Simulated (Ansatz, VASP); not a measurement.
## SiNi in VASP and in Ansatz

```
Si Ni
1.0
     4.50369    0.00000    0.00000
     0.00000    4.50369    0.00000
     0.00000    0.00000    4.50369
Si Ni
4 4
Direct
  0.65317 0.15317 0.34683
  0.15317 0.34683 0.65317
  0.34683 0.65317 0.15317
  0.84683 0.84683 0.84683
  0.35050 0.85050 0.64950
  0.85050 0.64950 0.35050
  0.64950 0.35050 0.85050
  0.14950 0.14950 0.14950
```

Alike in both runs: task relaxation of cell and atoms; functional LDA; k mesh 4 × 4 × 4; occupations gaussian, width 0.1 eV; no spin polarisation.

|  | VASP | Ansatz |
| --- | --- | --- |
| version | VASP 6.6.1 | Ansatz 0.2.0 |
| potentials or method | VASP PAW LDA potentials, release 64 (Si, Ni), cutoff 600 eV | scalar-relativistic, plane waves, PAW |
| valence electrons in the cell | 56 | 88 |

|  | VASP | Ansatz | Ansatz less VASP |
| --- | --- | --- | --- |
| gap on the k mesh at the Fermi level, each at its own relaxed structure (eV) | none | none | - |
| relaxed volume (Å³/atom) | 10.89 | 10.85 | -0.042 |
| relaxed length of the cell vector where the two differ most in proportion (Å) | 4.433 | 4.427 | -0.0057 |

LDA's correlation is that of Perdew and Zunger in VASP and of Perdew and Wang (1992) in Ansatz. A gap of «none» marks a metal or a gap that the smearing closes. VASP's potentials hold 56 valence electrons a cell and Ansatz's 88, so a difference there can come from the potentials and not from the codes.
